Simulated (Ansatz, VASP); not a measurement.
Given: the input of a run of Ansatz 0.2.0 on PbSe.

Contents of input.yaml:

```yaml
crystal:
  lattice:
    - [4.4441284934, 0.0, 0.0]
    - [-0.010379311, 4.4441163729, 0.0]
    - [-2.2168745911, -2.2220581865, 12.0802768063]
  atoms:
    - { symbol: Pb, position: [0.80684, 0.807304, 0.618443] }
    - { symbol: Pb, position: [0.185454, 0.19981, 0.382376] }
    - { symbol: Se, position: [0.287332, 0.323146, 0.623194] }
    - { symbol: Se, position: [0.684266, 0.699895, 0.377965] }
kpoints:
  mp_grid: { grid: [6, 6, 3] }
scf:
  occupations: { method: fermi_dirac, width: 0.05 }
hamiltonian:
  xc: pbe
  pseudopotentials: { kind: all_electron, lapw: { basis_error: 0.001 } }
output:
  forces: true
  stress: true
  eigenvalues: true
```

Potentials or basis: all-electron LAPW, scalar-relativistic.

Launch:

```sh
$ ansatz run input.yaml --threads 2 --pin off --max-ram 6144MiB --backend cpu --events-out ev --progress --plain --runs-dir out
```

Task: Translate it to VASP 6.6.1. Potentials there: VASP PAW PBE potentials, release 64 (Pb_d, Se).

Result: As run (the cutoff follows the program's own potentials):

The input INCAR:

```
PREC = Accurate ; ENCUT = 520
EDIFF = 1E-6 ; ISMEAR = -1
SIGMA = 0.05 ; LREAL = False
LASPH = True ; NELM = 100
ALGO = Normal ; ISIF = 2
LWAVE = False ; LCHARG = True
GGA = PE ; LELF = True
LVHAR = True ; NBANDS = 28
```

File KPOINTS:

```
Automatic mesh
0
Gamma
  6 6 3
```

The input POSCAR:

```
PbSe
1.0
    4.4441284934      0.0000000000      0.0000000000
   -0.0103793110      4.4441163729      0.0000000000
   -2.2168745911     -2.2220581865     12.0802768063
Pb Se
2 2
Direct
    0.8068400000      0.8073040000      0.6184430000
    0.1854540000      0.1998100000      0.3823760000
    0.2873320000      0.3231460000      0.6231940000
    0.6842660000      0.6998950000      0.3779650000
```

Potentials or basis: VASP PAW PBE potentials, release 64 (Pb_d, Se).

Command:

```console
$ cat potpaw_PBE.64/Pb_d/POTCAR potpaw_PBE.64/Se/POTCAR > POTCAR
$ mpirun -np 1 vasp_std > vasp.out
```

Both were run:

|  | VASP | Ansatz | Ansatz less VASP |
| --- | --- | --- | --- |
| gap on the k mesh at the Fermi level (eV) | 1.56 | 1.56 | -0.001 |
| least direct gap on the mesh (eV) | 1.56 | 1.56 | -0.001 |
| rms of the force components (eV/Å) | 0.171 | 0.175 | +0.0033 |

Atom by atom the forces differ by 0.004 eV/Å (rms over components). Ansatz ran all-electron here, and VASP with PAW potentials.

Neither program's run includes spin-orbit coupling.
